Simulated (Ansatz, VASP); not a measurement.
# ZnS: VASP beside Ansatz

```xyz
4
Lattice="3.8067 0.0000 0.0000 -1.9034 3.2967 0.0000 0.0000 0.0000 6.1208" Properties=species:S:1:pos:R:3 pbc="T T T"
Zn    0.0000    2.1978    0.0330
Zn    1.9034    1.0989    3.0934
S     0.0000    2.1978    2.3235
S     1.9034    1.0989    5.3839
```

Change from the starting cell: strain -0.0200 x Voigt [0, 0, 1, 0, 0, 0], atoms carried along.

Alike in both runs: task single point; functional r2SCAN; k mesh 6 × 6 × 4; occupations gaussian, width 0.05 eV; no spin polarisation.

|  | VASP | Ansatz |
| --- | --- | --- |
| version | VASP 6.6.1 | Ansatz 0.2.0 |
| potentials or method | VASP PAW PBE potentials, release 64 (Zn, S), cutoff 520 eV | scalar-relativistic, plane waves, PAW |
| valence electrons in the cell | 36 | 36 |

```csv
,VASP,Ansatz,Ansatz less VASP
gap on the k mesh at the Fermi level (eV),2.93,2.92,-0.012
least direct gap on the mesh (eV),2.93,2.92,-0.012
pressure (GPa),1.8,1.7,-0.07
"traceless stress, the component that is largest in VASP (GPa)",2.21,2.23,+0.015
rms of the force components (eV/Å),0.098,0.090,-0.0077
```

VASP's potentials were made for PBE, not for r2SCAN. Atom by atom the forces differ by 0.008 eV/Å (rms over components).
